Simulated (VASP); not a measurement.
# HfS2 in VASP: single point with PBE+D3(BJ)

Aim: the single point of HfS2 with PBE+D3(BJ).

Program: VASP 6.6.1. These are calculated values, not measurements. Logs are shortened: lines on timing, memory, paths and dates and some standing lists are left out, and cuts for length are marked.

**1. The cell of the first run**

The cell holds a slab with vacuum, 6 atoms: a = 3.640 Å, b = 3.640 Å, c = 28.914 Å, α = 90.00°, β = 90.00°, γ = 120.00°.

**2. Single point, PBE+D3(BJ)**

Contents of INCAR:

```
SYSTEM = HfS2
ALGO = Normal ; DIPOL = 0.5 0.5 0.500
EDIFF = 1E-6 ; ENCUT = 400
GGA = PE ; GGA_COMPAT = .False.
IDIPOL = 3 ; ISIF = 2
ISMEAR = 0 ; IVDW = 12
LASPH = .True. ; LCHARG = .False.
LDIPOL = .True. ; LREAL = .False.
LWAVE = .False. ; NBANDS = 31
NELM = 120 ; NELMDL = -8
PREC = Accurate ; SIGMA = 0.05
```

Contents of KPOINTS:

```
k-points
0
Gamma
  27 27 1
  0 0 0
```

Contents of POSCAR:

```
HfS2
1.0
    3.6396641800      0.0000000000      0.0000000000
   -1.8198320900      3.1520416400      0.0000000000
    0.0000000000      0.0000000000     28.9143688770
S Hf
4 2
Direct
    0.6666666666      0.3333333334      0.3494600524
    0.3333333334      0.6666666668      0.4493091310
    0.6666666666      0.3333333334      0.5506908953
    0.3333333334      0.6666666668      0.6505399780
    0.0000000000      0.0000000000      0.3994123537
    0.0000000000      0.0000000000      0.6005875895
```

Potentials or basis: VASP PAW PBE potentials, release 64 (S, Hf_pv).

Run with:

```bash
> cat potpaw_PBE.64/S/POTCAR potpaw_PBE.64/Hf_pv/POTCAR > POTCAR
> mpirun -np 1 vasp_std > vasp.out
```

OUTCAR:

```text
SYSTEM = HfS2
   EDIFF = 1E-6
   ENCUT = 400
   GGA = PE
   ISIF = 2
   ISMEAR = 0
   IVDW = 12
   LASPH = .True.
   LREAL = .False.
   NELM = 120
   NELMDL = -8
   PREC = Accurate
 IVDW          = 12

 ion  position               nearest neighbor table
   1  0.667  0.333  0.349-   5 2.55   5 2.55   5 2.55
   2  0.333  0.667  0.449-   5 2.55   5 2.55   5 2.55
   3  0.667  0.333  0.551-   6 2.55   6 2.55   6 2.55
   4  0.333  0.667  0.651-   6 2.55   6 2.55   6 2.55
   5  0.000  0.000  0.399-   2 2.55   2 2.55   2 2.55   1 2.55   1 2.55   1 2.55
   6  0.000  0.000  0.601-   3 2.55   3 2.55   3 2.55   4 2.55   4 2.55   4 2.55

  LATTYP: Found a hexagonal cell.
 ALAT       =     3.6396641800
 C/A-ratio  =     7.9442408549

  Lattice vectors:

 A1 = (   3.6396641800,   0.0000000000,   0.0000000000)
 A2 = (  -1.8198320900,   3.1520416400,   0.0000000000)
 A3 = (   0.0000000000,   0.0000000000,  28.9143688770)

Analysis of symmetry for initial positions (statically):
=====================================================================
 Subroutine PRICEL returns:
 Original cell was already a primitive cell.

 Routine SETGRP: Setting up the symmetry group for a
 hexagonal supercell.

 Subroutine GETGRP returns: Found 12 space group operations
 (whereof 12 operations were pure point group operations)
 out of a pool of 24 trial point group operations.

The static configuration has the point symmetry D_3d.

Analysis of symmetry for dynamics (positions and initial velocities):
=====================================================================
 Subroutine PRICEL returns:
 Original cell was already a primitive cell.

 Routine SETGRP: Setting up the symmetry group for a
 hexagonal supercell.

 Subroutine GETGRP returns: Found 12 space group operations
 (whereof 12 operations were pure point group operations)
 out of a pool of 24 trial point group operations.

The dynamic configuration has the point symmetry D_3d.

 Subroutine INISYM returns: Found 12 space group operations
 (whereof 12 operations are pure point group operations),
 and found     1 'primitive' translations

----------------------------------------------------------------------------------------

                                     Primitive cell

  volume of cell :     331.7164

  direct lattice vectors                    reciprocal lattice vectors
     3.639664180  0.000000000  0.000000000     0.274750623  0.158627346  0.000000000
    -1.819832090  3.152041640  0.000000000     0.000000000  0.317254692  0.000000000
     0.000000000  0.000000000 28.914368877     0.000000000  0.000000000  0.034584881

  length of vectors
     3.639664180  3.639664179 28.914368877     0.317254692  0.317254692  0.034584881

  position of ions in fractional coordinates (direct lattice)
     0.666666667  0.333333333  0.349460052
     0.333333333  0.666666667  0.449309131
     0.666666667  0.333333333  0.550690895
     0.333333333  0.666666667  0.650539978
     0.000000000  0.000000000  0.399412354
     0.000000000  0.000000000  0.600587590

  ion indices of the primitive-cell ions
   primitive index   ion index
                 1           1
                 2           2
                 3           3
                 4           4
                 5           5
                 6           6

----------------------------------------------------------------------------------------

 KPOINTS: k-points

Automatic generation of k-mesh.
 Grid dimensions read from file:
 generate k-points for:   27   27    1

 Generating k-lattice:

  Cartesian coordinates                     Fractional coordinates (reciprocal lattice)
     0.010175949  0.005875087  0.000000000     0.037037037  0.000000000  0.000000000
     0.000000000  0.011750174  0.000000000     0.000000000  0.037037037  0.000000000
     0.000000000  0.000000000  0.034584881     0.000000000  0.000000000  1.000000000

  Length of vectors
     0.011750174  0.011750174  0.034584881

  Shift w.r.t. Gamma in fractional coordinates (k-lattice)
     0.000000000  0.000000000  0.000000000

 Subroutine IBZKPT returns following result:
 ===========================================

 Found     75 irreducible k-points:

 Following reciprocal coordinates:
            Coordinates               Weight
  0.000000  0.000000  0.000000      1.000000
  0.037037  0.000000  0.000000      6.000000
  0.074074  0.000000  0.000000      6.000000
  0.111111 -0.000000  0.000000      6.000000
  0.148148 -0.000000  0.000000      6.000000
  0.185185  0.000000  0.000000      6.000000
[... 16 lines left out ...]
  0.333333  0.037037  0.000000     12.000000
  0.370370  0.037037  0.000000     12.000000
 [... further k-points ...]
   k-points           NKPTS =     75   k-points in BZ     NKDIM =     75   number of bands    NBANDS=     31
   number of dos      NEDOS =    301   number of ions     NIONS =      6
   total plane-waves  NPLWV = 110592
   dimension x,y,z NGX =    24 NGY =   24 NGZ =  192
   dimension x,y,z NGXF=    48 NGYF=   48 NGZF=  384
   ions per type =               4   2
   NGX,Y,Z   is equivalent  to a cutoff of  10.96, 10.96, 11.04 a.u.
   NGXF,Y,Z  is equivalent  to a cutoff of  21.92, 21.92, 22.08 a.u.
 SYSTEM =  HfS2
   PREC   = accura    normal or accurate (medium, high low for compatibility)
   ISTART =      0    job   : 0-new  1-cont  2-samecut
   ICHARG =      2    charge: 1-file 2-atom 10-const
   ISPIN  =      1    spin polarized calculation?
   LNONCOLLINEAR =      F non collinear calculations
   LSORBIT =      F    spin-orbit coupling
   LASPH  =      T    aspherical Exc in radial PAW
   ENCUT  =  400.0 eV  29.40 Ry    5.42 a.u.   5.94  5.94 47.15*2*pi/ulx,y,z
   NELM   =    120;   NELMIN=  2; NELMDL= -8     # of ELM steps
   EDIFF  = 0.1E-05   stopping-criterion for ELM
   LREAL  =      F    real-space projection
[... 7 lines left out ...]
   TEBEG  =    0.0;   TEEND  =   0.0 temperature during run
   PSTRESS=    0.0 pullay stress
   NELECT =      44.0000    total number of electrons
   NUPDOWN=      -1.0000    fix difference up-down
   EMIN   =  10.00;   EMAX   =-10.00  energy-range for DOS
   EFERMI =   0.00;   METHOD = LEGACY
   ISMEAR =     0;   SIGMA  =   0.05  broadening in eV -4-tet -1-fermi 0-gaus
   EFERMI_NEDOS =   21; number of points for ismear=-14 and -15
   IALGO  =     38    algorithm
   IMIX   =      4    mixing-type and parameters
     AMIX     =   0.40;   BMIX     =  1.00
     AMIX_MAG =   1.60;   BMIX_MAG =  1.00
  volume/ion in A,a.u.               =      55.29       373.09
  Fermi-wavevector in a.u.,A,eV,Ry     =   0.834904  1.577740  9.484149  0.697065
  Thomas-Fermi vector in A             =   1.948374
   LORBIT       =      0    0 simple, 1 ext, 2 COOP (PROOUT), +10 PAW based schemes
   GGA     = PE    functional components
   LHFCALC =     F    Hartree Fock is set to
   AEXX    =    0.0000 exact exchange contribution
   IVDW    =    12    specifies the selected vdW correction
   LEPSILON=     F    determine dielectric tensor
   LRPA    =     F    only Hartree local field effects (RPA)
 non-spin polarized calculation
 Gauss-broadening in eV      SIGMA  =   0.05
  energy-cutoff  :      400.00
  volume of cell :      331.72
 maximum number of plane-waves:      6074
 NGX is ok and might be reduce to    24
   NGX = 11   NGY = 11   NGZ = 95

 dipolmoment           0.000000      0.000000     -0.000000 electrons x Angstroem

 number of electron      44.0000006 magnetization

 dipolmoment           0.000000      0.000000      0.000001 electrons x Angstroem

 Free energy of the ion-electron system (eV)
  ---------------------------------------------------
  ext. energy  EPLUGINS =         0.00000000
  ---------------------------------------------------
  free energy    TOTEN  =       -45.80600569 eV

  energy without entropy =      -45.80600569  energy(sigma->0) =      -45.80600569

 E-fermi :  -2.2991     XC(G=0):  -4.2403

 val. band max:       -2.5190810577   @ k =   0.0000   0.0000   0.0000
 cond. band min:      -1.2706654855   @ k =   0.4815   0.0000   0.0000
 fundamental gap:      1.2484155722
 Fermi energy:        -2.2991065262

 k-point     1 :       0.0000    0.0000    0.0000
  band No.  band energies     occupation
      1     -33.1878      2.00000
      2     -33.1876      2.00000
      3     -33.0762      2.00000
      4     -33.0762      2.00000
      5     -33.0762      2.00000
      6     -33.0762      2.00000
[... 23 lines left out ...]
     30       3.0742      0.00000
     31       3.1757      0.00000

 k-point     2 :       0.0370    0.0000    0.0000
  band No.  band energies     occupation
      1     -33.1873      2.00000
      2     -33.1872      2.00000
      3     -33.0788      2.00000
      4     -33.0787      2.00000
      5     -33.0768      2.00000
      6     -33.0768      2.00000
[... 23 lines left out ...]
     30       2.9604      0.00000
     31       3.0677      0.00000

 k-point     3 :       0.0741    0.0000    0.0000
  band No.  band energies     occupation
      1     -33.1859      2.00000
      2     -33.1857      2.00000
      3     -33.0863      2.00000
      4     -33.0863      2.00000
      5     -33.0785      2.00000
      6     -33.0784      2.00000
[... 23 lines left out ...]
     30       2.9142      0.00000
     31       3.1116      0.00000

 k-point     4 :       0.1111   -0.0000    0.0000
  band No.  band energies     occupation
      1     -33.1836      2.00000
      2     -33.1834      2.00000
      3     -33.0983      2.00000
      4     -33.0983      2.00000
      5     -33.0812      2.00000
      6     -33.0812      2.00000
[... 635 lines left out ...]
     30       3.1804      0.00000
     31       3.2678      0.00000

 k-point    23 :       0.3333    0.0370    0.0000
  band No.  band energies     occupation
      1     -33.2250      2.00000
      2     -33.2250      2.00000
      3     -33.1582      2.00000
      4     -33.1582      2.00000
      5     -33.1114      2.00000
      6     -33.1114      2.00000
[... 23 lines left out ...]
     30       3.3715      0.00000
     31       3.4558      0.00000

 k-point    24 :       0.3704    0.0370    0.0000
  band No.  band energies     occupation
      1     -33.2402      2.00000
      2     -33.2402      2.00000
      3     -33.1552      2.00000
      4     -33.1551      2.00000
      5     -33.1151      2.00000
      6     -33.1151      2.00000
[... 23 lines left out ...]
     30       3.4554      0.00000
     31       3.7946      0.00000

 [... further k-points ...]

------------------------ aborting loop because EDIFF is reached ----------------------------------------

 vacuum level on the upper side and lower side of the slab       (xc-potential included)        -0.170        -0.170

 Edisp (eV)   -1.65729

 E8    (eV) :    -0.7376

  FORCE on cell =-STRESS in cart. coord.  units (eV):
  Direction    XX          YY          ZZ          XY          YZ          ZX
  --------------------------------------------------------------------------------------
  -------------------------------------------------------------------------------------
  Total      -1.54113    -1.54113    -0.47955    -0.00000    -0.00000     0.00000
  in kB      -7.44360    -7.44360    -2.31620    -0.00000    -0.00000     0.00000
  external pressure =       -5.73 kB  Pullay stress =        0.00 kB

 VOLUME and BASIS-vectors are now :
 -----------------------------------------------------------------------------
  energy-cutoff  :      400.00
  volume of cell :      331.72
      direct lattice vectors                 reciprocal lattice vectors
     3.639664180  0.000000000  0.000000000     0.274750623  0.158627346  0.000000000
    -1.819832090  3.152041640  0.000000000     0.000000000  0.317254692  0.000000000
     0.000000000  0.000000000 28.914368877     0.000000000  0.000000000  0.034584881

 POSITION                                       TOTAL-FORCE (eV/Angst)
 -----------------------------------------------------------------------------------
      1.81983      1.05068     10.10442        -0.000000     -0.000000      0.053623
      0.00000      2.10136     12.99149         0.000000     -0.000000     -0.050008
      1.81983      1.05068     15.92288        -0.000000      0.000000      0.050008
      0.00000      2.10136     18.80995         0.000000      0.000000     -0.053623
      0.00000      0.00000     11.54876         0.000000     -0.000000      0.017256
      0.00000      0.00000     17.36561        -0.000000      0.000000     -0.017256
 -----------------------------------------------------------------------------------
    total drift:                                0.000000     -0.000001     -0.000092

  FREE ENERGIE OF THE ION-ELECTRON SYSTEM (eV)
  ---------------------------------------------------
  free  energy   TOTEN  =       -47.4632918634 eV

  energy  without entropy=      -47.4632918634  energy(sigma->0) =      -47.46329186

 vacuum level on the upper side and lower side of the slab         3.726         3.726
```

It took 7.8 min on 1 thread of AMD EPYC 9R45 (Zen 5), shared host; peak memory 0.56 GiB.

Results:

```yaml
Free_energy: -47.4633 eV
Largest_force: 0.054 eV/Å
Band_gap_on_the_k_mesh: 1.25 eV (least direct gap 2.02 eV)
Dispersion_energy_per_atom: -0.276 eV
```

Forces on the atoms (eV/Å):
```
S    0.000  0.000  0.054
S    0.000  0.000 -0.050
S    0.000  0.000  0.050
S    0.000  0.000 -0.054
Hf   0.000  0.000  0.017
Hf   0.000  0.000 -0.017
```

Caveat: spin-orbit coupling is left out, which moves the levels of the heavy elements.
